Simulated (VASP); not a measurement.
Input of a VASP 6.6.1 run:

Contents of INCAR:

```
PREC     = Accurate       # precision mode
ENCUT    = 520            # plane-wave cutoff, eV
EDIFF    = 1E-7           # SCF threshold, eV
ISMEAR   = 0              # smearing method
SIGMA    = 0.1            # smearing width, eV
LREAL    = False          # projectors in reciprocal space
LASPH    = True           # aspherical terms in the spheres
NELM     = 80             # most SCF steps
ALGO     = Normal         # electronic algorithm
ISIF     = 2              # what is computed and relaxed
LWAVE    = False          # write WAVECAR
LCHARG   = False          # write CHGCAR
GGA      = PS             # functional
NBANDS   = 41             # bands
```

File KPOINTS:

```
regular mesh
0
Gamma
  15 15 4
```

File POSCAR:

```
AlCr2C
1.0
    2.8130321194      0.0000000000      0.0000000000
   -1.4065160597      2.4361572771      0.0000000000
    0.0000000000      0.0000000000     12.5928574814
Al Cr C
2 4 2
Direct
    0.6666666667      0.3333333333      0.2500000000
    0.3333333333      0.6666666667      0.7500000000
    0.3333333333      0.6666666667      0.4157001892
    0.6666666667      0.3333333333      0.9157001892
    0.6666666667      0.3333333333      0.5842998108
    0.3333333333      0.6666666667      0.0842998108
    0.0000000000      0.0000000000      0.5000000000
    0.0000000000      0.0000000000      0.0000000000
```

Potentials or basis: VASP PAW PBE potentials, release 64 (Al, Cr_pv, C).

Command:

```console
$ cat potpaw_PBE.64/Al/POTCAR potpaw_PBE.64/Cr_pv/POTCAR potpaw_PBE.64/C/POTCAR > POTCAR
$ mpirun -np 1 vasp_std > vasp.out
```

Problem. Estimate the largest force.

Solution. 0.031 eV/Å.

Problem. Predict the band gap on the k mesh.

Solution. Zero (bands 31 and 32 overlap by 0.86 eV).

Forces in eV/Å, atoms in the order of the input:
```
Al   0.000  0.000  0.000
Al   0.000  0.000  0.000
Cr   0.000  0.000 -0.031
Cr   0.000  0.000 -0.031
Cr   0.000  0.000  0.031
Cr   0.000  0.000  0.031
C    0.000  0.000  0.000
C    0.000  0.000  0.000
```

Caveat: the PAW data sets were made with another functional, which shifts forces and pressure a little; the run has no spin polarisation, though such a crystal can be magnetic. Spin polarisation is off, so any magnetic state and its effect on volume and gap are missing.
